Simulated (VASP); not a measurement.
# SiMo3 (Fm-3m) in VASP: further runs

Runs on SiMo3. Level: PBE. Tasks: single point.

Everything below comes from runs of VASP 6.6.1. Logs are shortened: lines on timing, memory, paths and dates and some standing lists are left out, and cuts for length are marked.

## (1) The cell of the first run

The structure is cubic, space group Fm-3m (No. 225). Conventional cell: a = 6.199 Å, b = 6.199 Å, c = 6.199 Å, α = 90.00°, β = 90.00°, γ = 90.00°. Si (site symmetry m-3m) has 14 Mo at 2.68 to 3.10 Å within 3.5 Å. Within 3.5 Å of Mo (site symmetry -43m) lie 4 Si at 2.68 Å and 10 Mo at 2.68 to 3.10 Å. Mo (site symmetry m-3m) has 8 Mo at 2.68 Å and 6 Si at 3.10 Å within 3.5 Å.

## (2) Single point, PBE, collinear spin, ferromagnetic start

Input file INCAR:

```
PREC = Accurate ; ENCUT = 520
EDIFF = 1E-7 ; ISMEAR = 0
SIGMA = 0.1 ; LREAL = False
LASPH = True ; NELM = 150
ALGO = Normal ; ISIF = 2
LWAVE = False ; LCHARG = False
ISPIN = 2 ; MAGMOM = 0 1 1 1
LORBIT = 11 ; LMAXMIX = 4
GGA = PE ; NBANDS = 35
```

Input file KPOINTS:

```
regular mesh
0
Gamma
  6 6 6
```

Input file POSCAR:

```
SiMo3
1.0
    0.0000000000      3.0995405396      3.0995405396
    3.0995405396      0.0000000000      3.0995405396
    3.0995405396      3.0995405396      0.0000000000
Si Mo
1 3
Direct
    0.0000000000      0.0000000000      0.0000000000
    0.7500000000      0.7500000000      0.7500000000
    0.2500000000      0.2500000000      0.2500000000
    0.5000000000      0.5000000000      0.5000000000
```

Potentials or basis: VASP PAW PBE potentials, release 64 (Si, Mo_sv).

Run with:

```sh
cat potpaw_PBE.64/Si/POTCAR potpaw_PBE.64/Mo_sv/POTCAR > POTCAR
mpirun -np 1 vasp_std > vasp.out
```

OUTCAR:

```text
PREC = Accurate
   ENCUT = 520
   EDIFF = 1E-7
   ISMEAR = 0
   LREAL = False
   LASPH = True
   NELM = 150
   ISIF = 2
   ISPIN = 2
   LORBIT = 11
   GGA = PE

 ion  position               nearest neighbor table
   1  0.000  0.000  0.000-   2 2.68   3 2.68   2 2.68   2 2.68   2 2.68   3 2.68   3 2.68   3 2.68
                             4 3.10   4 3.10   4 3.10   4 3.10   4 3.10   4 3.10
   2  0.750  0.750  0.750-   1 2.68   4 2.68   4 2.68   4 2.68   4 2.68   1 2.68   1 2.68   1 2.68
                             3 3.10   3 3.10   3 3.10   3 3.10   3 3.10   3 3.10
   3  0.250  0.250  0.250-   1 2.68   4 2.68   1 2.68   1 2.68   1 2.68   4 2.68   4 2.68   4 2.68
                             2 3.10   2 3.10   2 3.10   2 3.10   2 3.10   2 3.10
   4  0.500  0.500  0.500-   2 2.68   3 2.68   3 2.68   3 2.68   3 2.68   2 2.68   2 2.68   2 2.68
                             1 3.10   1 3.10   1 3.10   1 3.10   1 3.10   1 3.10

  LATTYP: Found a face centered cubic cell.
 ALAT       =     6.1990810792

  Lattice vectors:

 A1 = (   0.0000000000,   3.0995405396,   3.0995405396)
 A2 = (   3.0995405396,   0.0000000000,   3.0995405396)
 A3 = (   3.0995405396,   3.0995405396,   0.0000000000)

Analysis of symmetry for initial positions (statically):
=====================================================================
 Subroutine PRICEL returns:
 Original cell was already a primitive cell.

 Routine SETGRP: Setting up the symmetry group for a
 face centered cubic supercell.

 Subroutine GETGRP returns: Found 48 space group operations
 (whereof 48 operations were pure point group operations)
 out of a pool of 48 trial point group operations.

The static configuration has the point symmetry O_h .

Analysis of symmetry for dynamics (positions and initial velocities):
=====================================================================
 Subroutine PRICEL returns:
 Original cell was already a primitive cell.

 Routine SETGRP: Setting up the symmetry group for a
 face centered cubic supercell.

 Subroutine GETGRP returns: Found 48 space group operations
 (whereof 48 operations were pure point group operations)
 out of a pool of 48 trial point group operations.

The dynamic configuration has the point symmetry O_h .

Analysis of structural, dynamic, and magnetic symmetry:
=====================================================================
 Subroutine PRICEL returns:
 Original cell was already a primitive cell.

 Routine SETGRP: Setting up the symmetry group for a
 face centered cubic supercell.

 Subroutine GETGRP returns: Found 48 space group operations
 (whereof 48 operations were pure point group operations)
 out of a pool of 48 trial point group operations.

The overall configuration has the point symmetry O_h .

 Subroutine INISYM returns: Found 48 space group operations
 (whereof 48 operations are pure point group operations),
 and found     1 'primitive' translations

----------------------------------------------------------------------------------------

                                     Primitive cell

  volume of cell :      59.5555

  direct lattice vectors                    reciprocal lattice vectors
     0.000000000  3.099540540  3.099540540    -0.161314231  0.161314231  0.161314231
     3.099540540  0.000000000  3.099540540     0.161314231 -0.161314231  0.161314231
     3.099540540  3.099540540  0.000000000     0.161314231  0.161314231 -0.161314231

  length of vectors
     4.383412268  4.383412268  4.383412268     0.279404445  0.279404445  0.279404445

  position of ions in fractional coordinates (direct lattice)
     0.000000000  0.000000000  0.000000000
     0.750000000  0.750000000  0.750000000
     0.250000000  0.250000000  0.250000000
     0.500000000  0.500000000  0.500000000

  ion indices of the primitive-cell ions
   primitive index   ion index
                 1           1
                 2           2
                 3           3
                 4           4

----------------------------------------------------------------------------------------

 KPOINTS: regular mesh

Automatic generation of k-mesh.
 Grid dimensions read from file:
 generate k-points for:    6    6    6

 Generating k-lattice:

  Cartesian coordinates                     Fractional coordinates (reciprocal lattice)
    -0.026885705  0.026885705  0.026885705     0.166666667  0.000000000  0.000000000
     0.026885705 -0.026885705  0.026885705     0.000000000  0.166666667  0.000000000
     0.026885705  0.026885705 -0.026885705     0.000000000  0.000000000  0.166666667

  Length of vectors
     0.046567407  0.046567407  0.046567407

  Shift w.r.t. Gamma in fractional coordinates (k-lattice)
     0.000000000  0.000000000  0.000000000

 Subroutine IBZKPT returns following result:
 ===========================================

 Found     16 irreducible k-points:

 Following reciprocal coordinates:
            Coordinates               Weight
  0.000000  0.000000  0.000000      1.000000
  0.166667  0.000000  0.000000      8.000000
  0.333333  0.000000  0.000000      8.000000
  0.500000  0.000000  0.000000      4.000000
  0.166667  0.166667  0.000000      6.000000
  0.333333  0.166667  0.000000     24.000000
[... 8 lines left out ...]
 -0.333333  0.333333  0.166667     24.000000
 -0.333333  0.500000  0.166667     12.000000
   k-points           NKPTS =     16   k-points in BZ     NKDIM =     16   number of bands    NBANDS=     35
   number of dos      NEDOS =    301   number of ions     NIONS =      4
   total plane-waves  NPLWV =  46656
   dimension x,y,z NGX =    36 NGY =   36 NGZ =   36
   dimension x,y,z NGXF=    72 NGYF=   72 NGZF=   72
   ions per type =               1   3
   NGX,Y,Z   is equivalent  to a cutoff of  13.65, 13.65, 13.65 a.u.
   NGXF,Y,Z  is equivalent  to a cutoff of  27.31, 27.31, 27.31 a.u.
 SYSTEM =  unknown system
   PREC   = accura    normal or accurate (medium, high low for compatibility)
   ISTART =      0    job   : 0-new  1-cont  2-samecut
   ICHARG =      2    charge: 1-file 2-atom 10-const
   ISPIN  =      2    spin polarized calculation?
   LNONCOLLINEAR =      F non collinear calculations
   LSORBIT =      F    spin-orbit coupling
   LASPH  =      T    aspherical Exc in radial PAW
   ENCUT  =  520.0 eV  38.22 Ry    6.18 a.u.   8.15  8.15  8.15*2*pi/ulx,y,z
   NELM   =    150;   NELMIN=  2; NELMDL= -5     # of ELM steps
   EDIFF  = 0.1E-06   stopping-criterion for ELM
   LREAL  =      F    real-space projection
   EDIFFG = 0.1E-05   stopping-criterion for IOM
   NSW    =      0    number of steps for IOM
   IBRION =     -1    ionic relax: 0-MD 1-quasi-New 2-CG
   NFREE  =      0    steps in history (QN), initial steepest desc. (CG)
   ISIF   =      2    stress and relaxation
   ISYM   =      2    0-nonsym 1-usesym 2-fastsym
   POTIM  = 0.5000    time-step for ionic-motion
   TEBEG  =    0.0;   TEEND  =   0.0 temperature during run
   PSTRESS=    0.0 pullay stress
   NELECT =      46.0000    total number of electrons
   NUPDOWN=      -1.0000    fix difference up-down
   EMIN   =  10.00;   EMAX   =-10.00  energy-range for DOS
   EFERMI =   0.00;   METHOD = LEGACY
   ISMEAR =     0;   SIGMA  =   0.10  broadening in eV -4-tet -1-fermi 0-gaus
   EFERMI_NEDOS =   21; number of points for ismear=-14 and -15
   IALGO  =     38    algorithm
   IMIX   =      4    mixing-type and parameters
     AMIX     =   0.40;   BMIX     =  1.00
     AMIX_MAG =   1.60;   BMIX_MAG =  1.00
  volume/ion in A,a.u.               =      14.89       100.48
  Fermi-wavevector in a.u.,A,eV,Ry     =   1.502058  2.838479 30.697181  2.256179
  Thomas-Fermi vector in A             =   2.613348
   LORBIT       =     11    0 simple, 1 ext, 2 COOP (PROOUT), +10 PAW based schemes
   GGA     = PE    functional components
   LHFCALC =     F    Hartree Fock is set to
   AEXX    =    0.0000 exact exchange contribution
   IVDW    =     0    specifies the selected vdW correction
   LEPSILON=     F    determine dielectric tensor
   LRPA    =     F    only Hartree local field effects (RPA)
 spin polarized calculation
 Gauss-broadening in eV      SIGMA  =   0.10
  energy-cutoff  :      520.00
  volume of cell :       59.56
 maximum number of plane-waves:      1639
 NGX is ok and might be reduce to    36
   NGX = 17   NGY = 17   NGZ = 17

 number of electron      45.9999995 magnetization       0.0004438

 Free energy of the ion-electron system (eV)
  ---------------------------------------------------
  ext. energy  EPLUGINS =         0.00000000
  ---------------------------------------------------
  free energy    TOTEN  =       -38.44997860 eV

  energy without entropy =      -38.42926808  energy(sigma->0) =      -38.43962334

 E-fermi :  12.3050     XC(G=0): -13.0172

 val. band max:       12.1173076832   @ k =   0.3333   0.3333   0.0000
 cond. band min:      12.3053067848   @ k =   0.3333   0.0000   0.0000
 fundamental gap:      0.1879991016
 Fermi energy:        12.3050101559

 spin component 1

 k-point     1 :       0.0000    0.0000    0.0000
  band No.  band energies     occupation
      1     -48.8922      1.00000
      2     -48.2864      1.00000
      3     -48.2792      1.00000
      4     -23.1472      1.00000
      5     -23.1472      1.00000
      6     -23.1472      1.00000
[... 27 lines left out ...]
     34      20.7619      0.00000
     35      20.7619      0.00000

 k-point     2 :       0.1667    0.0000    0.0000
  band No.  band energies     occupation
      1     -48.8804      1.00000
      2     -48.2939      1.00000
      3     -48.2842      1.00000
      4     -23.1769      1.00000
      5     -23.1769      1.00000
      6     -23.1736      1.00000
[... 27 lines left out ...]
     34      20.4644      0.00000
     35      20.4644      0.00000
[... 492 lines left out ...]
     34      21.2284      0.00000
     35      22.0071      0.00000

 k-point    16 :      -0.3333    0.5000    0.1667
  band No.  band energies     occupation
      1     -48.8250      1.00000
      2     -48.3250      1.00000
      3     -48.3115      1.00000
      4     -23.3872      1.00000
      5     -23.2867      1.00000
      6     -23.0804      1.00000
[... 27 lines left out ...]
     34      21.6052      0.00000
     35      22.1476      0.00000
 Fermi energy:        12.3050101559

 spin component 2

 k-point     1 :       0.0000    0.0000    0.0000
  band No.  band energies     occupation
      1     -48.8923      1.00000
      2     -48.2863      1.00000
      3     -48.2790      1.00000
      4     -23.1472      1.00000
      5     -23.1472      1.00000
      6     -23.1472      1.00000
[... 27 lines left out ...]
     34      20.7620      0.00000
     35      20.7620      0.00000

 k-point     2 :       0.1667    0.0000    0.0000
  band No.  band energies     occupation
      1     -48.8804      1.00000
      2     -48.2938      1.00000
      3     -48.2840      1.00000
      4     -23.1770      1.00000
      5     -23.1770      1.00000
      6     -23.1737      1.00000
[... 27 lines left out ...]
     34      20.4644      0.00000
     35      20.4645      0.00000
[... 492 lines left out ...]
     34      21.2285      0.00000
     35      22.0072      0.00000

 k-point    16 :      -0.3333    0.5000    0.1667
  band No.  band energies     occupation
      1     -48.8250      1.00000
      2     -48.3249      1.00000
      3     -48.3114      1.00000
      4     -23.3872      1.00000
      5     -23.2867      1.00000
      6     -23.0805      1.00000
[... 27 lines left out ...]
     34      21.6052      0.00000
     35      22.1477      0.00000

------------------------ aborting loop because EDIFF is reached ----------------------------------------

  FORCE on cell =-STRESS in cart. coord.  units (eV):
  Direction    XX          YY          ZZ          XY          YZ          ZX
  --------------------------------------------------------------------------------------
  -------------------------------------------------------------------------------------
  Total        0.0721612      0.0721612      0.0721612      0.0000000     -0.0000000     -0.0000000
  in kB        1.9412975      1.9412975      1.9412975      0.0000000     -0.0000000     -0.0000000
  external PRESSURE =       1.9412975 kB  Pullay stress =       0.0000000 kB

 VOLUME and BASIS-vectors are now :
 -----------------------------------------------------------------------------
  energy-cutoff  :      520.00
  volume of cell :       59.56
      direct lattice vectors                 reciprocal lattice vectors
     0.000000000  3.099540540  3.099540540    -0.161314231  0.161314231  0.161314231
     3.099540540  0.000000000  3.099540540     0.161314231 -0.161314231  0.161314231
     3.099540540  3.099540540  0.000000000     0.161314231  0.161314231 -0.161314231

 POSITION                                       TOTAL-FORCE (eV/Angst)
 -----------------------------------------------------------------------------------
      0.00000      0.00000      0.00000         0.000000      0.000000      0.000000
      4.64931      4.64931      4.64931        -0.000000     -0.000000     -0.000000
      1.54977      1.54977      1.54977         0.000000      0.000000      0.000000
      3.09954      3.09954      3.09954         0.000000      0.000000      0.000000
 -----------------------------------------------------------------------------------
    total drift:                                0.000000      0.000000      0.000000

  FREE ENERGIE OF THE ION-ELECTRON SYSTEM (eV)
  ---------------------------------------------------
  free  energy   TOTEN  =       -38.4499786002 eV

  energy  without entropy=      -38.4292680803  energy(sigma->0) =      -38.43962334

 total charge

# of ion       s       p       d       tot
------------------------------------------
    1        0.719   0.845   0.000   1.564
    2        2.303   6.190   4.065  12.558
    3        2.303   6.190   4.065  12.558
    4        2.390   6.194   3.968  12.552
--------------------------------------------------
tot          7.716  19.420  12.097  39.233

 magnetization (x)

# of ion       s       p       d       tot
------------------------------------------
    1       -0.000  -0.000   0.000  -0.000
    2        0.000   0.000   0.000   0.000
    3        0.000   0.000   0.000   0.000
    4       -0.000   0.000  -0.000  -0.000
--------------------------------------------------
tot          0.000   0.000   0.000   0.000
```

Wall time 75 s (1 thread of Intel Xeon Platinum 8259CL at 2.50GHz (Skylake/Cascade Lake), shared host); peak memory 0.26 GiB.

Results:

```
Free energy                                           : -38.4500 eV
Pressure                                              : 0.2 GPa
Band gap on the k mesh                                : zero (filled and empty bands overlap)
Net moment                                            : 0.00 μB per cell
Valence electrons inside the program's atomic spheres : Si 1.56; Mo 12.56, 12.55
```

Levels at points of the mesh, in eV from the Fermi level:
Spin up:
```tsv
k point	band 19	band 20	band 21	band 22	band 23	band 24	band 25	band 26	band 27	band 28
(0.00, 0.00, 0.00)	-2.01	-2.01	-2.01	1.50	1.50	1.50	1.68	2.11	2.11	2.96
(0.50, 0.00, 0.00)	-2.84	-1.58	-1.58	-0.70	-0.70	-0.48	1.63	1.63	1.97	1.97
(0.50, 0.50, 0.00)	-2.54	-2.54	-2.47	-1.17	0.38	0.38	0.83	1.36	1.72	2.50
```
Spin down:
```
           k point  band 19  band 20  band 21  band 22  band 23  band 24  band 25  band 26  band 27  band 28
(0.00, 0.00, 0.00)    -2.01    -2.01    -2.01     1.50     1.50     1.50     1.68     2.11     2.11     2.96
(0.50, 0.00, 0.00)    -2.84    -1.58    -1.58    -0.70    -0.70    -0.48     1.63     1.63     1.97     1.97
(0.50, 0.50, 0.00)    -2.54    -2.54    -2.47    -1.17     0.38     0.38     0.83     1.36     1.72     2.50
```

## (3) Single point, PBE

Input file INCAR:

```
ALGO = Fast ; EDIFF = 1E-7
ENCUT = 520 ; GGA = PE
ISIF = 2 ; ISMEAR = 0
LASPH = True ; LCHARG = True
LELF = True ; LREAL = False
LVHAR = True ; LWAVE = False
NBANDS = 31 ; NELM = 80
PREC = Accurate ; SIGMA = 0.1
```

Input file KPOINTS:

```
k-points
0
Gamma
  14 14 14
```

Input file POSCAR:

```
SiMo3
1.0
    0.0000000000      3.0989641333      3.0989641333
    3.0989641333      0.0000000000      3.0989641333
    3.0989641333      3.0989641333      0.0000000000
Si Mo
1 3
Direct
    0.0000000000      0.0000000000      0.0000000000
    0.7500000000      0.7500000000      0.7500000000
    0.2500000000      0.2500000000      0.2500000000
    0.5000000000      0.5000000000      0.5000000000
```

Potentials or basis: VASP PAW PBE potentials, release 64 (Si, Mo_sv).

Run with:

```sh
cat potpaw_PBE.64/Si/POTCAR potpaw_PBE.64/Mo_sv/POTCAR > POTCAR
mpirun -np 1 vasp_std > vasp.out
```

Wall time 4.5 min (1 thread of Intel Xeon Platinum 8259CL at 2.50GHz (Skylake/Cascade Lake), shared host); peak memory 0.31 GiB.

It converged, with:

```yaml
Free_energy: -38.4558 eV
Pressure: 0.4 GPa
Band_gap_on_the_k_mesh: zero (band 23 reaches 13.81 eV, above the bottom of band 24 at 11.83 eV)
```

Levels at points of the mesh, in eV from the Fermi level:
```
           k point  band 21  band 22  band 23  band 24  band 25  band 26
(0.00, 0.00, 0.00)    -2.01     1.50     1.50     1.50     1.69     2.12
(0.50, 0.00, 0.00)    -1.58    -0.70    -0.70    -0.48     1.63     1.63
(0.50, 0.50, 0.00)    -2.47    -1.17     0.38     0.38     0.83     1.36
```
